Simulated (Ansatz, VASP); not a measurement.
## One calculation of Sn, two programs

POSCAR

```
Sn
1.0
    0.0000000000      3.2480022753      3.2480022753
    3.2480022753      0.0000000000      3.2480022753
    3.2480022753      3.2480022753      0.0000000000
Sn
2
Direct
    0.0000000000      0.0000000000      0.0000000000
    0.2500000000      0.2500000000      0.2500000000
```

The input INCAR.step1:

```
PREC = Accurate
ENCUT = 520
ISMEAR = -1
SIGMA = 0.02
LREAL = F
LASPH = T
NELM = 80
NBANDS = 21
GGA = PE
ALGO = Normal
EDIFF = 1E-4
LWAVE = T
LCHARG = F
```

INCAR.step2

```
PREC = Accurate
ENCUT = 520
EDIFF = 1E-6
ISMEAR = -1
SIGMA = 0.02
LREAL = F
LASPH = T
NELM = 80
ALGO = Normal
ISIF = 2
LWAVE = F
LCHARG = F
METAGGA = R2SCAN
LMIXTAU = T
NBANDS = 21
ISTART = 1
```

File KPOINTS:

```
Automatic mesh
0
Gamma
  6 6 6
```

Input for Ansatz:

```yaml
crystal:
  lattice:
    - [0.0, 3.2480022753, 3.2480022753]
    - [3.2480022753, 0.0, 3.2480022753]
    - [3.2480022753, 3.2480022753, 0.0]
  atoms:
    - { symbol: Sn, position: [0.0, 0.0, 0.0] }
    - { symbol: Sn, position: [0.25, 0.25, 0.25] }
kpoints:
  mp_grid: { grid: [6, 6, 6] }
  band_path:
    path:
      - [0.0, 0.0, 0.0]
      - [0.5, 0.0, 0.5]
      - [0.625, 0.25, 0.625]
      - [0.375, 0.375, 0.75]
      - [0.5, 0.5, 0.5]
      - [0.5, 0.25, 0.75]
    npoints: 1
hamiltonian:
  xc: r2scan
scf:
  occupations: { method: fermi_dirac, width: 0.02 }
  n_extra_bands: 4
output:
  forces: true
  stress: true
  eigenvalues: true
```

Change from the starting cell: hydrostatic strain -1.1%.

Alike in both runs: task single point; functional r2SCAN; k mesh 6 × 6 × 6; occupations fermi-dirac, width 0.02 eV; no spin polarisation.

|  | VASP | Ansatz |
| --- | --- | --- |
| version | VASP 6.6.1 | Ansatz 0.2.0 |
| potentials or method | VASP PAW PBE potentials, release 64 (Sn_d) | plane waves, PAW |
| plane-wave cutoff (eV) | 520 | 500 |
| valence electrons in the cell | 28 | 28 |

```csv
,VASP,Ansatz,Ansatz less VASP
pressure (GPa),1.5,1.6,+0.04
```

VASP's potentials were made for PBE, not for r2SCAN. The functional is the same, so the differences come from potentials, cutoffs and numerics.
